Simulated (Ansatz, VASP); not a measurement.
**ZrS in VASP and in Ansatz**

```
Zr S
1.0
     0.00000    2.49296    2.76421
     2.49296    0.00000    2.76421
     2.49296    2.49296    0.00000
Zr S
1 1
Cartesian
  0.0000 0.0000 0.0000
  2.4930 2.4930 2.7642
```

Change from the starting cell: strain +e along x and -e along y +0.0000, strain +e along z and -e/2 along x and y +0.0700.

Alike in both runs: task single point; functional PBEsol; k mesh 16 × 16 × 16; occupations gaussian, width 0.15 eV; no spin polarisation.

|  | VASP | Ansatz |
| --- | --- | --- |
| version | VASP 6.6.1 | Ansatz 0.2.0 |
| potentials or method | VASP PAW PBE potentials, release 64 (Zr_sv, S), cutoff 520 eV | scalar-relativistic, plane waves, PAW |
| valence electrons in the cell | 18 | 18 |

|  | VASP | Ansatz | Ansatz less VASP |
| --- | --- | --- | --- |
| gap on the k mesh at the Fermi level (eV) | none | none | - |
| pressure (GPa) | 4.8 | 4.6 | -0.20 |
| traceless stress, the component that is largest in VASP (GPa) | -17.44 | -17.35 | +0.096 |

VASP's potentials were made for PBE, not for PBEsol, and Ansatz warns of the same on its side. A gap of «none» marks a metal or a gap that the smearing closes.
